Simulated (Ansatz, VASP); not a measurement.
Two plane-wave programs on Hf5C3

The input INCAR:

```
SYSTEM = Hf5C3
PREC     = Accurate       ! precision mode
ENCUT    = 600            ! plane-wave cutoff, eV
EDIFF    = 1E-6           ! SCF threshold, eV
ISMEAR   = 0              ! smearing method
SIGMA    = 0.2            ! smearing width, eV
LREAL    = .FALSE.        ! projectors in reciprocal space
LASPH    = .TRUE.         ! aspherical terms in the spheres
NELM     = 100            ! most SCF steps
ALGO     = Normal         ! electronic algorithm
ISIF     = 3              ! what is computed and relaxed
LWAVE    = .FALSE.        ! write WAVECAR
LCHARG   = .FALSE.        ! write CHGCAR
GGA      = PE             ! functional
IBRION   = 2              ! ionic algorithm
NSW      = 36             ! ionic steps
EDIFFG   = -0.08          ! ionic threshold
```

Contents of KPOINTS:

```
regular mesh
0
G
  4 4 2
  0 0 0
```

The input POSCAR:

```
Hf5C3
1.0
    4.4846095300      0.0000000000      0.0000000000
   -2.2423047700      3.8837857800      0.0000000000
    0.0000000000      0.0000000000      7.6086042700
Hf C
5 3
Direct
    0.3333333300      0.6666666700      0.7332051000
    0.6666666700      0.3333333300      0.7332051000
    0.6666666700      0.3333333300      0.2667949000
    0.3333333300      0.6666666700      0.2667949000
    0.0000000000      0.0000000000      0.0000000000
    0.3333333300      0.6666666700      0.0000000000
    0.6666666700      0.3333333300      0.0000000000
    0.0000000000      0.0000000000      0.5000000000
```

Input for Ansatz:

```yaml
crystal:
  lattice:
    - [4.48460953, 0.0, 0.0]
    - [-2.24230477, 3.88378578, 0.0]
    - [0.0, 0.0, 7.60860427]
  atoms:
    - { symbol: Hf, position: [0.33333333, 0.66666667, 0.7332051] }
    - { symbol: Hf, position: [0.66666667, 0.33333333, 0.7332051] }
    - { symbol: Hf, position: [0.66666667, 0.33333333, 0.2667949] }
    - { symbol: Hf, position: [0.33333333, 0.66666667, 0.2667949] }
    - { symbol: Hf, position: [0.0, 0.0, 0.0] }
    - { symbol: C, position: [0.33333333, 0.66666667, 0.0] }
    - { symbol: C, position: [0.66666667, 0.33333333, 0.0] }
    - { symbol: C, position: [0.0, 0.0, 0.5] }
basis:
  ecutwfc: 420
kpoints:
  mp_grid: { grid: [4, 4, 2] }
hamiltonian:
  xc: pbe
scf:
  occupations: { method: gaussian, width: 0.2 }
  lower_state_search: "off"
output:
  forces: true
  stress: true
  eigenvalues: true
relax:
  adjacent_minimum: "off"
  f_tol: 0.08
  max_steps: 16
  cell: { stress_tol: 0.8 }
```

Alike in both runs: task relaxation of cell and atoms; functional PBE; k mesh 4 × 4 × 2; occupations gaussian, width 0.2 eV; no spin polarisation.

```csv
,VASP,Ansatz
version,VASP 6.6.1,Ansatz 0.2.0
potentials or method,"VASP PAW PBE potentials, release 64 (Hf_pv, C), cutoff 600 eV","scalar-relativistic, plane waves, PAW"
valence electrons in the cell,62,142
```

```tsv
	VASP	Ansatz	Ansatz less VASP
gap on the k mesh at the Fermi level, each at its own relaxed structure (eV)	none	none	-
relaxed volume (Å³/atom)	16.78	16.81	+0.037
relaxed cell length with the largest relative difference (Å)	4.704	4.714	+0.0100
```

A gap of «none» marks a metal or a gap that the smearing closes. VASP's potentials hold 62 valence electrons a cell and Ansatz's 142, so a difference there can come from the potentials and not from the codes.

The k mesh is coarse, so the values compare programs but aren't converged. Neither program's run includes spin-orbit coupling.
